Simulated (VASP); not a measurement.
A run of VASP 6.6.1 is set up as follows.

INCAR

```
SYSTEM = AlN
ALGO     = Normal         ! electronic algorithm
EDIFF    = 1E-6           ! SCF threshold, eV
ENCUT    = 520            ! plane-wave cutoff, eV
GGA      = PE             ! functional
ISIF     = 2              ! what is computed and relaxed
ISMEAR   = 0              ! smearing method
LASPH    = .True.         ! aspherical terms in the spheres
LCHARG   = .False.        ! write CHGCAR
LREAL    = .False.        ! projectors in reciprocal space
LWAVE    = .False.        ! write WAVECAR
NBANDS   = 11             ! bands
NELM     = 80             ! most SCF steps
PREC     = Accurate       ! precision mode
SIGMA    = 0.05           ! smearing width, eV
```

KPOINTS

```
k-points
0
Gamma
  10 10 10
  0 0 0
```

Contents of POSCAR:

```
AlN
1.0
    0.0000000000      2.0040002300      2.0345180000
    2.0040002300      0.0000000000      2.0345180000
    2.0040002300      2.0040002300      0.0000000000
Al N
1 1
Direct
    0.5000000000      0.5000000000      0.5000000000
    0.0000000000      0.0000000000      0.0000000000
```

Potentials or basis: VASP PAW PBE potentials, release 64 (Al, N).

Run with:

```sh
$ cat potpaw_PBE.64/Al/POTCAR potpaw_PBE.64/N/POTCAR > POTCAR
$ mpirun -np 1 vasp_std > vasp.out
```

**Question.** What does it give for the band gap on the k mesh?

**Answer.** 4.60 eV, indirect (least direct gap 5.77 eV).

**Question.** Estimate the pressure.

**Answer.** 8.2 GPa.

Stress tensor (GPa, compression positive):
```
9.73 0.00 0.00
0.00 9.73 0.00
0.00 0.00 5.17
```

Caveat: the cell differs from its parent crystal (strain -0.015 along x and y, +0.000 along z). A k mesh can miss the band edges.
